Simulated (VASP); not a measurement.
# Fe (P6_3/mmc) in VASP: a series of runs

Runs on Fe. Level: r2SCAN. Tasks: single point.

Everything below comes from runs of VASP 6.6.1. Logs are shortened: lines on timing, memory, paths and dates and some standing lists are left out, and cuts for length are marked.

### 1 The cell of the first run

Symmetry: P6_3/mmc, No. 194, hexagonal system. The conventional cell has a = 2.474 Å, b = 2.474 Å, c = 8.497 Å, α = 90.00°, β = 90.00°, γ = 120.00°. Within 3.3 Å of Fe (site symmetry -3m) lie 12 Fe at 2.47 to 2.56 Å. Within 3.3 Å of Fe (site symmetry -6m2) lie 12 Fe at 2.47 to 2.56 Å.

### 2 Single point, r2SCAN, collinear spin, ferrimagnetic start (volume scaled by 0.96)

File POSCAR:

```
Fe
1.0
    2.4740102377      0.0000000000      0.0000000000
   -1.2370051189      2.1425557150      0.0000000000
    0.0000000000      0.0000000000      8.4974383589
Fe
4
Direct
    1.0000000000      0.0000000000      0.0000000000
    1.0000000000      1.0000000000      0.5000000000
    0.3333333333      0.6666666667      0.2500000000
    0.6666666667      0.3333333333      0.7500000000
```

File INCAR.step1:

```
SYSTEM = Fe
PREC     = Accurate       ! precision mode
ENCUT    = 520            ! plane-wave cutoff, eV
ISMEAR   = -1             ! smearing method
SIGMA    = 0.05           ! smearing width, eV
LREAL    = .False.        ! projectors in reciprocal space
LASPH    = .True.         ! aspherical terms in the spheres
NELM     = 150            ! most SCF steps
ISPIN    = 2              ! spin polarisation
MAGMOM   = 2.551 2.551 -2.76 -2.76 ! initial moments
LMAXMIX  = 4              ! l up to which the mixer works
NBANDS   = 28             ! bands
GGA      = PE             ! functional
ALGO     = Normal         ! electronic algorithm
EDIFF    = 1E-4           ! SCF threshold, eV
LWAVE    = .True.         ! write WAVECAR
LCHARG   = .False.        ! write CHGCAR
```

File INCAR.step2:

```
SYSTEM = Fe
PREC     = Accurate       ! precision mode
ENCUT    = 520            ! plane-wave cutoff, eV
EDIFF    = 1E-6           ! SCF threshold, eV
ISMEAR   = -1             ! smearing method
SIGMA    = 0.05           ! smearing width, eV
LREAL    = .False.        ! projectors in reciprocal space
LASPH    = .True.         ! aspherical terms in the spheres
NELM     = 150            ! most SCF steps
ALGO     = Normal         ! electronic algorithm
ISIF     = 2              ! what is computed and relaxed
LWAVE    = .False.        ! write WAVECAR
LCHARG   = .False.        ! write CHGCAR
ISPIN    = 2              ! spin polarisation
MAGMOM   = 2.551 2.551 -2.76 -2.76 ! initial moments
LORBIT   = 11             ! projections on sites
LMAXMIX  = 4              ! l up to which the mixer works
METAGGA  = R2SCAN         ! meta-GGA
LMIXTAU  = .True.       
NBANDS   = 28             ! bands
ISTART   = 1
```

File KPOINTS:

```
regular mesh
0
Gamma
  16 16 4
  0 0 0
```

Potentials or basis: VASP PAW PBE potentials, release 64 (Fe).

The run is started by

```bash
cat potpaw_PBE.64/Fe/POTCAR > POTCAR
cp INCAR.step1 INCAR
mpirun -np 1 vasp_std > vasp.out
cp INCAR.step2 INCAR
mpirun -np 1 vasp_std > vasp.out
```

OUTCAR:

```text
SYSTEM = Fe
   PREC = Accurate
   ENCUT = 520
   EDIFF = 1E-6
   ISMEAR = -1
   LREAL = .False.
   LASPH = .True.
   NELM = 150
   ISIF = 2
   ISPIN = 2
   LORBIT = 11
   METAGGA = R2SCAN
   ISTART = 1

 ion  position               nearest neighbor table
   1  0.000  0.000  0.000-   3 2.56   4 2.56   3 2.56   4 2.56   4 2.56   3 2.56
   2  0.000  0.000  0.500-   3 2.56   4 2.56   3 2.56   4 2.56   4 2.56   3 2.56
   3  0.333  0.667  0.250-   1 2.56   2 2.56   1 2.56   2 2.56   1 2.56   2 2.56
   4  0.667  0.333  0.750-   1 2.56   2 2.56   1 2.56   2 2.56   1 2.56   2 2.56

  LATTYP: Found a hexagonal cell.
 ALAT       =     2.4740102377
 C/A-ratio  =     3.4346819708

  Lattice vectors:

 A1 = (   2.4740102377,   0.0000000000,   0.0000000000)
 A2 = (  -1.2370051189,   2.1425557150,   0.0000000000)
 A3 = (   0.0000000000,   0.0000000000,   8.4974383589)

Analysis of symmetry for initial positions (statically):
=====================================================================
 Subroutine PRICEL returns:
 Original cell was already a primitive cell.

 Routine SETGRP: Setting up the symmetry group for a
 hexagonal supercell.

 Subroutine GETGRP returns: Found 24 space group operations
 (whereof 12 operations were pure point group operations)
 out of a pool of 24 trial point group operations.

The static configuration has the point symmetry D_3d.
 The point group associated with its full space group is D_6h.

Analysis of symmetry for dynamics (positions and initial velocities):
=====================================================================
 Subroutine PRICEL returns:
 Original cell was already a primitive cell.

 Routine SETGRP: Setting up the symmetry group for a
 hexagonal supercell.

 Subroutine GETGRP returns: Found 24 space group operations
 (whereof 12 operations were pure point group operations)
 out of a pool of 24 trial point group operations.

The dynamic configuration has the point symmetry D_3d.
 The point group associated with its full space group is D_6h.

Analysis of structural, dynamic, and magnetic symmetry:
=====================================================================
 Subroutine PRICEL returns:
 Original cell was already a primitive cell.

 Routine SETGRP: Setting up the symmetry group for a
 hexagonal supercell.

 Subroutine GETGRP returns: Found 24 space group operations
 (whereof 12 operations were pure point group operations)
 out of a pool of 24 trial point group operations.

The overall configuration has the point symmetry D_3d.
 The point group associated with its full space group is D_6h.

 Subroutine INISYM returns: Found 24 space group operations
 (whereof 12 operations are pure point group operations),
 and found     1 'primitive' translations

----------------------------------------------------------------------------------------

                                     Primitive cell

  volume of cell :      45.0424

  direct lattice vectors                    reciprocal lattice vectors
     2.474010238  0.000000000  0.000000000     0.404202046  0.233366160  0.000000000
    -1.237005119  2.142555715  0.000000000     0.000000000  0.466732320  0.000000000
     0.000000000  0.000000000  8.497438359     0.000000000  0.000000000  0.117682525

  length of vectors
     2.474010238  2.474010238  8.497438359     0.466732320  0.466732320  0.117682525

  position of ions in fractional coordinates (direct lattice)
     0.000000000  0.000000000  0.000000000
     0.000000000  0.000000000  0.500000000
     0.333333333  0.666666667  0.250000000
     0.666666667  0.333333333  0.750000000

  ion indices of the primitive-cell ions
   primitive index   ion index
                 1           1
                 2           2
                 3           3
                 4           4

----------------------------------------------------------------------------------------

 KPOINTS: regular mesh

Automatic generation of k-mesh.
 Grid dimensions read from file:
 generate k-points for:   16   16    4

 Generating k-lattice:

  Cartesian coordinates                     Fractional coordinates (reciprocal lattice)
     0.025262628  0.014585385  0.000000000     0.062500000  0.000000000  0.000000000
     0.000000000  0.029170770  0.000000000     0.000000000  0.062500000  0.000000000
     0.000000000  0.000000000  0.029420631     0.000000000  0.000000000  0.250000000

  Length of vectors
     0.029170770  0.029170770  0.029420631

  Shift w.r.t. Gamma in fractional coordinates (k-lattice)
     0.000000000  0.000000000  0.000000000

 Subroutine IBZKPT returns following result:
 ===========================================

 Found     90 irreducible k-points:

 Following reciprocal coordinates:
            Coordinates               Weight
  0.000000  0.000000  0.000000      1.000000
  0.062500  0.000000  0.000000      6.000000
  0.125000  0.000000  0.000000      6.000000
  0.187500  0.000000  0.000000      6.000000
  0.250000  0.000000  0.000000      6.000000
  0.312500  0.000000  0.000000      6.000000
[... 16 lines left out ...]
  0.187500  0.187500  0.000000      6.000000
  0.250000  0.187500  0.000000     12.000000
 [... further k-points ...]
   k-points           NKPTS =     90   k-points in BZ     NKDIM =     90   number of bands    NBANDS=     28
   number of dos      NEDOS =    301   number of ions     NIONS =      4
   total plane-waves  NPLWV =  20736
   dimension x,y,z NGX =    18 NGY =   18 NGZ =   64
   dimension x,y,z NGXF=    36 NGYF=   36 NGZF=  128
   ions per type =               4
   NGX,Y,Z   is equivalent  to a cutoff of  12.10, 12.10, 12.52 a.u.
   NGXF,Y,Z  is equivalent  to a cutoff of  24.19, 24.19, 25.04 a.u.
 SYSTEM =  Fe
   PREC   = accura    normal or accurate (medium, high low for compatibility)
   ISTART =      1    job   : 0-new  1-cont  2-samecut
   ICHARG =      0    charge: 1-file 2-atom 10-const
   ISPIN  =      2    spin polarized calculation?
   LNONCOLLINEAR =      F non collinear calculations
   LSORBIT =      F    spin-orbit coupling
   LASPH  =      T    aspherical Exc in radial PAW
   ENCUT  =  520.0 eV  38.22 Ry    6.18 a.u.   4.60  4.60 15.80*2*pi/ulx,y,z
   NELM   =    150;   NELMIN=  2; NELMDL=  0     # of ELM steps
   EDIFF  = 0.1E-05   stopping-criterion for ELM
   LREAL  =      F    real-space projection
   EDIFFG = 0.1E-04   stopping-criterion for IOM
   NSW    =      0    number of steps for IOM
   IBRION =     -1    ionic relax: 0-MD 1-quasi-New 2-CG
   NFREE  =      0    steps in history (QN), initial steepest desc. (CG)
   ISIF   =      2    stress and relaxation
   ISYM   =      2    0-nonsym 1-usesym 2-fastsym
   POTIM  = 0.5000    time-step for ionic-motion
   TEBEG  =    0.0;   TEEND  =   0.0 temperature during run
   PSTRESS=    0.0 pullay stress
   NELECT =      32.0000    total number of electrons
   NUPDOWN=      -1.0000    fix difference up-down
   EMIN   =  10.00;   EMAX   =-10.00  energy-range for DOS
   EFERMI =   0.00;   METHOD = LEGACY
   ISMEAR =    -1;   SIGMA  =   0.05  broadening in eV -4-tet -1-fermi 0-gaus
   EFERMI_NEDOS =   21; number of points for ismear=-14 and -15
   IALGO  =     38    algorithm
   IMIX   =      4    mixing-type and parameters
     AMIX     =   0.40;   BMIX     =  1.00
     AMIX_MAG =   1.60;   BMIX_MAG =  1.00
  volume/ion in A,a.u.               =      11.26        75.99
  Fermi-wavevector in a.u.,A,eV,Ry     =   1.460778  2.760471 29.033104  2.133873
  Thomas-Fermi vector in A             =   2.577188
   LORBIT       =     11    0 simple, 1 ext, 2 COOP (PROOUT), +10 PAW based schemes
   METAGGA = R2SCAN    functional components
   LHFCALC =     F    Hartree Fock is set to
   AEXX    =    0.0000 exact exchange contribution
   IVDW    =     0    specifies the selected vdW correction
   LEPSILON=     F    determine dielectric tensor
   LRPA    =     F    only Hartree local field effects (RPA)
 spin polarized calculation
  energy-cutoff  :      520.00
  volume of cell :       45.04
 maximum number of plane-waves:      1235
   NGX =  9   NGY =  9   NGZ = 31

 number of electron      32.0000005 magnetization      -0.5232452

 Free energy of the ion-electron system (eV)
  ---------------------------------------------------
  ext. energy  EPLUGINS =         0.00000000
  ---------------------------------------------------
  free energy    TOTEN  =       -55.81318744 eV

  energy without entropy =      -55.77106878  energy(sigma->0) =      -55.79212811

 E-fermi :   6.2349     XC(G=0): -14.3246

 val. band max:        6.2288010589   @ k =   0.3125   0.3125   0.2500
 cond. band min:       6.2373123061   @ k =   0.3750   0.2500   0.2500
 fundamental gap:      0.0085112472
 Fermi energy:         6.2348677261

 spin component 1

 k-point     1 :       0.0000    0.0000    0.0000
  band No.  band energies     occupation
      1      -3.1188      1.00000
      2      -0.9593      1.00000
      3      -0.9447      1.00000
      4       0.9027      1.00000
      5       2.5566      1.00000
      6       3.3344      1.00000
[... 20 lines left out ...]
     27      20.6794      0.00000
     28      28.4907      0.00000

 k-point     2 :       0.0625    0.0000    0.0000
  band No.  band energies     occupation
      1      -2.9698      1.00000
      2      -0.8235      1.00000
      3      -0.8211      1.00000
      4       1.0042      1.00000
      5       2.5682      1.00000
      6       3.2776      1.00000
[... 674 lines left out ...]
 k-point    24 :       0.2500    0.1875    0.0000
  band No.  band energies     occupation
      1       1.1713      1.00000
      2       1.2409      1.00000
      3       1.7648      1.00000
      4       2.0576      1.00000
      5       2.1543      1.00000
      6       2.4387      1.00000
[... 20 lines left out ...]
     27      18.4144      0.00000
     28      18.6541      0.00000

 [... further k-points ...]

 spin component 2

 k-point     1 :       0.0000    0.0000    0.0000
  band No.  band energies     occupation
      1      -3.1362      1.00000
      2      -1.0594      1.00000
      3      -0.9072      1.00000
      4       0.7120      1.00000
      5       2.2765      1.00000
      6       3.0688      1.00000
[... 20 lines left out ...]
     27      20.6174      0.00000
     28      28.5807      0.00000

 k-point     2 :       0.0625    0.0000    0.0000
  band No.  band energies     occupation
      1      -2.9873      1.00000
      2      -0.9228      1.00000
      3      -0.7860      1.00000
      4       0.8111      1.00000
      5       2.2812      1.00000
      6       3.0160      1.00000
[... 674 lines left out ...]
 k-point    24 :       0.2500    0.1875    0.0000
  band No.  band energies     occupation
      1       1.0609      1.00000
      2       1.1353      1.00000
      3       1.6695      1.00000
      4       1.7422      1.00000
      5       2.0509      1.00000
      6       2.1971      1.00000
[... 20 lines left out ...]
     27      18.1142      0.00000
     28      19.0458      0.00000

 [... further k-points ...]
[... 5 lines left out ...]
  --------------------------------------------------------------------------------------
  -------------------------------------------------------------------------------------
  Total        1.6940451      1.6940451      1.2759387     -0.0000000      0.0000000      0.0000000
  in kB       60.2578885     60.2578885     45.3856719     -0.0000000      0.0000000      0.0000000
  external PRESSURE =      55.3004830 kB  Pullay stress =       0.0000000 kB

 VOLUME and BASIS-vectors are now :
 -----------------------------------------------------------------------------
  energy-cutoff  :      520.00
  volume of cell :       45.04
      direct lattice vectors                 reciprocal lattice vectors
     2.474010238  0.000000000  0.000000000     0.404202046  0.233366160  0.000000000
    -1.237005119  2.142555715  0.000000000     0.000000000  0.466732320  0.000000000
     0.000000000  0.000000000  8.497438359     0.000000000  0.000000000  0.117682525

 POSITION                                       TOTAL-FORCE (eV/Angst)
 -----------------------------------------------------------------------------------
      0.00000      0.00000      0.00000         0.000000     -0.000000     -0.000000
      0.00000      0.00000      4.24872         0.000000     -0.000000     -0.000000
     -0.00000      1.42837      2.12436         0.000000      0.000000     -0.000000
      1.23701      0.71419      6.37308        -0.000000     -0.000000      0.000000
 -----------------------------------------------------------------------------------
    total drift:                                0.000000     -0.000000      0.000000

  FREE ENERGIE OF THE ION-ELECTRON SYSTEM (eV)
  ---------------------------------------------------
  free  energy   TOTEN  =       -55.8131874414 eV

  energy  without entropy=      -55.7710687831  energy(sigma->0) =      -55.79212811

 total charge

# of ion       s       p       d       tot
------------------------------------------
    1        0.514   0.596   6.197   7.307
    2        0.514   0.596   6.197   7.307
    3        0.512   0.608   6.166   7.287
    4        0.512   0.608   6.166   7.287
--------------------------------------------------
tot          2.052   2.409  24.726  29.187

 magnetization (x)

# of ion       s       p       d       tot
------------------------------------------
    1        0.014   0.017   2.368   2.399
    2        0.014   0.017   2.368   2.399
    3       -0.014  -0.019  -2.621  -2.654
    4       -0.014  -0.019  -2.621  -2.654
--------------------------------------------------
tot          0.000  -0.005  -0.506  -0.510
```

It took 13 min on 1 thread of Intel Xeon 6975P-C, shared host; peak memory 0.29 GiB.

Results:

```
Free energy                                           : -55.8132 eV
Pressure                                              : 5.5 GPa
Net moment                                            : -0.52 μB per cell
Site moments                                          : Fe +2.40, -2.65 μB
Valence electrons inside the program's atomic spheres : Fe 7.31, 7.29
```

Levels at points of the mesh, in eV from the Fermi level:
Spin up:
| k point | band 14 | band 15 | band 16 | band 17 | band 18 | band 19 |
| --- | --- | --- | --- | --- | --- | --- |
| (0.00, 0.00, 0.00) | -1.96 | -1.44 | -1.10 | 0.17 | 0.17 | 0.33 |
| (0.50, 0.00, 0.00) | -0.70 | 0.38 | 0.57 | 1.33 | 1.44 | 1.70 |
| (0.00, 0.00, 0.50) | -2.03 | -1.32 | -1.32 | 0.25 | 0.25 | 0.25 |
| (0.50, 0.00, 0.50) | -0.70 | -0.03 | -0.03 | 1.55 | 1.55 | 1.75 |
Spin down:
| k point | band 13 | band 14 | band 15 | band 16 | band 17 | band 18 | band 19 | band 20 |
| --- | --- | --- | --- | --- | --- | --- | --- | --- |
| (0.00, 0.00, 0.00) | -2.19 | -2.14 | -1.55 | -1.13 | 0.12 | 0.12 | 0.26 | 0.26 |
| (0.50, 0.00, 0.00) | -0.99 | -0.98 | 0.19 | 0.39 | 1.20 | 1.23 | 1.26 | 1.66 |
| (0.00, 0.00, 0.50) | -2.27 | -2.27 | -1.43 | -1.43 | 0.19 | 0.19 | 0.19 | 0.19 |
| (0.50, 0.00, 0.50) | -0.98 | -0.98 | -0.60 | -0.60 | 1.46 | 1.46 | 1.90 | 1.90 |

Caveat: the PAW data sets were made with another functional, which shifts forces and pressure a little.

### 3 Single point, r2SCAN, collinear spin, ferromagnetic start (volume scaled by 0.96)

File POSCAR:

```
Fe
1.0
    2.5219829837      0.0000000000      0.0000000000
   -1.2609914919      2.1841013318      0.0000000000
    0.0000000000      0.0000000000      8.4716982473
Fe
4
Direct
    1.0000000000      1.0000000000      0.0000000000
    0.0000000000      0.0000000000      0.5000000000
    0.3333333333      0.6666666667      0.2500000000
    0.6666666667      0.3333333333      0.7500000000
```

File INCAR.step1:

```
SYSTEM = Fe
ALGO = Normal
EDIFF = 1E-4
ENCUT = 520
GGA = PE
ISMEAR = -1
ISPIN = 2
LASPH = .TRUE.
LCHARG = .FALSE.
LMAXMIX = 4
LREAL = .FALSE.
LWAVE = .TRUE.
MAGMOM = 2.92 2.92 2.925 2.925
NBANDS = 28
NELM = 150
PREC = Accurate
SIGMA = 0.05
```

File INCAR.step2:

```
SYSTEM = Fe
ALGO = Normal
EDIFF = 1E-6
ENCUT = 520
ISIF = 2
ISMEAR = -1
ISPIN = 2
ISTART = 1
LASPH = .TRUE.
LCHARG = .TRUE.
LELF = .TRUE.
LMAXMIX = 4
LMIXTAU = .TRUE.
LORBIT = 11
LREAL = .FALSE.
LVHAR = .TRUE.
LWAVE = .FALSE.
MAGMOM = 2.92 2.92 2.925 2.925
METAGGA = R2SCAN
NBANDS = 28
NELM = 150
PREC = Accurate
SIGMA = 0.05
```

File KPOINTS:

```
k-points
0
G
  16 16 4
  0 0 0
```

Potentials or basis: VASP PAW PBE potentials, release 64 (Fe).

The run is started by

```bash
cat potpaw_PBE.64/Fe/POTCAR > POTCAR
cp INCAR.step1 INCAR
mpirun -np 1 vasp_std > vasp.out
cp INCAR.step2 INCAR
mpirun -np 1 vasp_std > vasp.out
```

Wall time 8.6 min (1 thread of Intel Xeon Platinum 8488C (Sapphire Rapids), shared host); peak memory 0.29 GiB.

It converged, with:

```
Free energy                                           : -56.8885 eV
Pressure                                              : 7.8 GPa
Net moment                                            : 11.14 μB per cell
Site moments                                          : Fe +2.82 μB
Valence electrons inside the program's atomic spheres : Fe 7.22
```

Stress tensor (GPa, compression positive):
```
8.04 0.00 0.00
0.00 8.04 0.00
0.00 0.00 7.40
```

Levels at points of the mesh, in eV from the Fermi level:
Spin up:
| k point | band 19 | band 20 | band 21 | band 22 | band 23 | band 24 | band 25 | band 26 |
| --- | --- | --- | --- | --- | --- | --- | --- | --- |
| (0.00, 0.00, 0.00) | -2.27 | -2.07 | -2.07 | -1.65 | -1.65 | -0.76 | 5.46 | 13.59 |
| (0.50, 0.00, 0.00) | -1.26 | -1.24 | 0.08 | 1.13 | 2.15 | 2.81 | 6.65 | 6.67 |
| (0.00, 0.00, 0.50) | -2.47 | -2.47 | -1.81 | -1.81 | -1.81 | -1.81 | 8.33 | 8.33 |
| (0.50, 0.00, 0.50) | -1.27 | -1.27 | 0.91 | 0.91 | 2.50 | 2.50 | 6.96 | 6.96 |
Spin down:
```
           k point  band 8  band 9  band 10  band 11  band 12  band 13
(0.00, 0.00, 0.00)   -0.30    0.13     0.13     0.20     0.20     0.42
(0.50, 0.00, 0.00)   -1.29   -0.69     0.08     0.44     0.47     1.36
(0.00, 0.00, 0.50)   -0.55    0.22     0.22     0.22     0.22     0.36
(0.50, 0.00, 0.50)   -1.42   -0.21    -0.21     0.47     0.47     0.75
```

Caveat: the PAW data sets were made with another functional, which shifts forces and pressure a little.
